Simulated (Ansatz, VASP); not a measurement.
## One calculation of WSe2, two programs

```
W Se
1.0
     3.21418    0.00000    0.00000
    -1.60709    2.78356    0.00000
     0.00000    0.00000   17.75095
W Se
1 2
Direct
  0.00000 0.00000 0.00000
  0.33333 0.66667 0.09979
  0.33333 0.66667 0.90021
```

Alike in both runs: task single point; functional PBEsol; k mesh 12 × 12 × 2; occupations gaussian, width 0.05 eV; no spin polarisation.

```csv
,VASP,Ansatz
version,VASP 6.6.1,Ansatz 0.2.0
potentials or method,"VASP PAW PBE potentials, release 64 (W_sv, Se), cutoff 520 eV","scalar-relativistic, plane waves, PAW"
valence electrons in the cell,26,46
```

|  | VASP | Ansatz | Ansatz less VASP |
| --- | --- | --- | --- |
| gap on the k mesh at the Fermi level (eV) | 1.33 | 1.33 | -0.001 |
| least direct gap on the mesh (eV) | 2.01 | 2.01 | 0.000 |
| rms of the force components (eV/Å) | 0.565 | 0.589 | +0.0242 |

VASP's potentials were made for PBE, not for PBEsol. Atom by atom the forces differ by 0.024 eV/Å (rms over components). VASP's potentials hold 26 valence electrons a cell and Ansatz's 46, so a difference there can come from the potentials and not from the codes. Ansatz's warnings: xc potential rough in thin density.

Neither program's run includes spin-orbit coupling.
